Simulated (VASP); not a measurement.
Here is a VASP 6.6.1 calculation.

The input INCAR:

```
SYSTEM = GaCo
PREC     = Accurate       ! precision mode
ENCUT    = 520            ! plane-wave cutoff, eV
EDIFF    = 1E-7           ! SCF threshold, eV
ISMEAR   = 0              ! smearing method
SIGMA    = 0.15           ! smearing width, eV
LREAL    = .False.        ! projectors in reciprocal space
LASPH    = .True.         ! aspherical terms in the spheres
NELM     = 100            ! most SCF steps
ALGO     = Fast           ! electronic algorithm
ISIF     = 2              ! what is computed and relaxed
LWAVE    = .False.        ! write WAVECAR
LCHARG   = .False.        ! write CHGCAR
GGA      = PS             ! functional
NBANDS   = 18             ! bands
```

File KPOINTS:

```
Automatic mesh
0
Gamma
  16 16 16
  0 0 0
```

The input POSCAR:

```
GaCo
1.0
    2.9984240000      0.0000000000      0.0000000000
    0.0000000000      2.9984240000      0.0000000000
    0.0000000000      0.0000000000      2.7677760000
Ga Co
1 1
Direct
    0.5000000000      0.5000000000      0.5000000000
    0.0000000000      0.0000000000      0.0000000000
```

Potentials or basis: VASP PAW PBE potentials, release 64 (Ga_d, Co).

The run is started by

```sh
$ cat potpaw_PBE.64/Ga_d/POTCAR potpaw_PBE.64/Co/POTCAR > POTCAR
$ mpirun -np 1 vasp_std > vasp.out
```

**Question.** Predict the band gap on the k mesh.

**Answer.** Zero (bands 11 and 12 overlap by 1.64 eV).

**Question.** Estimate the pressure.

**Answer.** -13.0 GPa.

Stress tensor (GPa, compression positive):
```
-15.76   0.00   0.00
  0.00 -15.76   0.00
  0.00   0.00  -7.52
```

Caveat: the cell differs from its parent crystal (strain +0.040 along x and y, -0.040 along z); the cell stands under tension; the PAW data sets were made with another functional, which shifts forces and pressure a little; the run has no spin polarisation, though such a crystal can be magnetic. Spin polarisation is off, so any magnetic state and its effect on volume and gap are missing.
